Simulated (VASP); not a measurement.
Here is a VASP 6.6.1 calculation.

The input INCAR:

```
SYSTEM = GaSb3
ALGO = Normal
EDIFF = 1E-6
ENCUT = 520
GGA = PS
ISIF = 2
ISMEAR = 0
LASPH = .TRUE.
LCHARG = .TRUE.
LELF = .TRUE.
LREAL = .FALSE.
LVHAR = .TRUE.
LWAVE = .FALSE.
NBANDS = 22
NELM = 100
PREC = Accurate
SIGMA = 0.15
```

KPOINTS

```
k-points
0
G
  10 10 10
  0 0 0
```

The input POSCAR:

```
GaSb3
1.0
    0.0000000000      3.6463118692      3.5500492359
    3.6463118692      0.0000000000      3.5500492359
    3.6463118692      3.6463118692      0.0000000000
Ga Sb
1 3
Direct
    0.0000000000      0.0000000000      0.0000000000
    0.2500000000      0.2500000000      0.2500000000
    0.7500000000      0.7500000000      0.7500000000
    0.5000000000      0.5000000000      0.5000000000
```

Potentials or basis: VASP PAW PBE potentials, release 64 (Ga_d, Sb).

Command:

```sh
$ cat potpaw_PBE.64/Ga_d/POTCAR potpaw_PBE.64/Sb/POTCAR > POTCAR
$ mpirun -np 1 vasp_std > vasp.out
```

**Question.** What does it give for the band gap on the k mesh?

**Answer.** Zero (bands 14 and 15 overlap by 4.34 eV).

**Question.** Predict the pressure.

**Answer.** 1.9 GPa.

Stress tensor (GPa, compression positive):
```
1.58 0.00 0.00
0.00 1.58 0.00
0.00 0.00 2.68
```

Caveat: the PAW data sets were made with another functional, which shifts forces and pressure a little; spin-orbit coupling is left out, which moves the levels of the heavy elements.
